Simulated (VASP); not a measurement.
Runs of VASP 6.6.1 on GaP (rocksalt type). The structure is that of space group Fm-3m (No. 225), or close to it. The cells are those of the table. 

```tsv
cell	gap on the mesh (eV)	pressure (GPa)
a = 3.387 Å, angles 60.0°, 2 atoms	none	32.6
a = 3.144 Å, angles 60.0°, 2 atoms	none	106.1
a = 3.270 Å, angles 60.0°, 2 atoms	none	60.5
a = 2.990 Å, angles 60.0°, 2 atoms	none	(b)
a = 3.649 Å, angles 60.0°, 2 atoms	none	(a)
a = 3.497 Å, angles 60.0°, 2 atoms	none	15.1
a = 3.574 Å, angles 60.0°, 2 atoms	none	6.3
```

Alike in all rows: task single point; level PBE; potentials or basis VASP PAW PBE potentials, release 64 (Ga_d, P); no spin polarisation; k mesh 14 × 14 × 14; cutoff (eV) 520; smearing fermi-dirac 0.1 eV.

Question: Estimate the missing entries.

Answer: (a) 0.1; (b) 195.9.

Caveats: the cell stands under pressure (at least some runs).

A k mesh can miss the band edges, and the runs leave out spin-orbit coupling on Ga.

A gap of «none» marks levels without a gap at the run's occupations.
